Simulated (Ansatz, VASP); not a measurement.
# Mn2Al2Cu: VASP beside Ansatz

```xyz
5
Lattice="3.6005 0.0000 0.0000 0.0000 3.6005 0.0000 0.0000 0.0000 5.7115" Properties=species:S:1:pos:R:3 pbc="T T T"
Mn    1.8003    1.8003    0.2354
Mn    0.0000    0.0000    3.0612
Al    1.8003    0.0000    4.9211
Al    0.0000    1.8003    4.9211
Cu    1.8003    1.8003    2.4278
```

Alike in both runs: task single point; functional PBE; k mesh 6 × 6 × 4; occupations gaussian, width 0.1 eV; collinear spin.

|  | VASP | Ansatz |
| --- | --- | --- |
| version | VASP 6.6.1 | Ansatz 0.2.0 |
| potentials or method | VASP PAW PBE potentials, release 64 (Mn_pv, Al, Cu), cutoff 520 eV | scalar-relativistic, plane waves, PAW |
| valence electrons in the cell | 43 | 55 |

```csv
,VASP,Ansatz,Ansatz less VASP
gap on the k mesh at the Fermi level (eV),none,none,-
rms of the force components (eV/Å),2.334,2.335,+0.0008
net moment per atom (μB),1.14,1.14,+0.001
size of the moment on the site where the two differ most (μB),1.79,1.55,-0.242
```

Site moments also hang on the region over which each program counts them. Atom by atom the forces differ by 0.007 eV/Å (rms over components). A gap of «none» marks a metal or a gap that the smearing closes. VASP's potentials hold 43 valence electrons a cell and Ansatz's 55, so a difference there can come from the potentials and not from the codes. Ansatz's warnings: seeded moment not kept.
